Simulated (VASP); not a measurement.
Be:

```
CELL_PARAMETERS angstrom
2.17047 0.00000 0.00000
-0.72349 2.04634 0.00000
-0.72349 -1.02317 1.77218
ATOMIC_POSITIONS crystal
Be 0.00000 0.00000 0.00000
```

| Property | Result |
| --- | --- |
| Program | VASP 6.6.1 |
| Task | relaxation of cell and atoms |
| Functional | BLYP |
| Dispersion | D3(BJ) |
| Potentials or basis | VASP PAW PBE potentials, release 64 (Be) |
| Cutoff | 600 eV |
| k mesh | 15 × 15 × 15 |
| Occupations | fermi-dirac, width 0.1 eV |
| Spin | no spin polarisation |

At the start: pressure -16.3 GPa; volume 7.87 Å³/atom.

Question: Where does the relaxation end?

Answer: Over 3 steps the energy falls by 58.7 meV/atom and the volume is 6.84 Å³/atom (-13.1 %); space group Im-3m (No. 229, to 0.05 Å).

The path:
```tsv
step	energy change (eV)	largest force (eV/Å)	pressure (GPa)	volume (Å³)
1	0.0000	0.0000	-16.29	7.87
2	-0.0570	0.0000	-3.32	6.99
3	-0.0587	0.0000	-0.22	6.84
```

Final structure:
```
Be
1.0
     2.07132    0.00000    0.00000
    -0.69044    1.95286    0.00000
    -0.69044   -0.97643    1.69122
Be
1
Direct
  0.00000 0.00000 0.00000
```

Caveat: the PAW data sets were made with another functional, which shifts forces and pressure a little; pairwise dispersion overbinds metals, which lowers pressure and volume.
